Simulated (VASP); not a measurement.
Input of a VASP 6.6.1 run:

Contents of INCAR:

```
SYSTEM = Pb
PREC = Accurate
ENCUT = 520
EDIFF = 1E-7
ISMEAR = -1
SIGMA = 0.05
LREAL = .False.
LASPH = .True.
NELM = 100
ALGO = Normal
ISIF = 2
LWAVE = .False.
LCHARG = .False.
GGA = PE
NBANDS = 21
```

KPOINTS

```
Automatic mesh
0
Gamma
  7 7 7
  0 0 0
```

POSCAR

```
Pb
1.0
    0.0000000000      3.4733900561      3.4390000555
    3.4733900561      0.0000000000      3.4390000555
    3.4733900561      3.4733900561      0.0000000000
Pb
2
Direct
    0.2500000000      0.2500000000      0.2500000000
    0.0000000000      0.0000000000      0.0000000000
```

Potentials or basis: VASP PAW PBE potentials, release 64 (Pb_d).

Launch:

```sh
$ cat potpaw_PBE.64/Pb_d/POTCAR > POTCAR
$ mpirun -np 1 vasp_std > vasp.out
```

**Question.** Estimate the pressure.

**Answer.** 1.7 GPa.

**Question.** Predict the band gap on the k mesh.

**Answer.** Zero (band 14 reaches 4.54 eV, above the bottom of band 15 at 3.51 eV).

Caveat: spin-orbit coupling is left out, which moves the levels of the heavy elements.
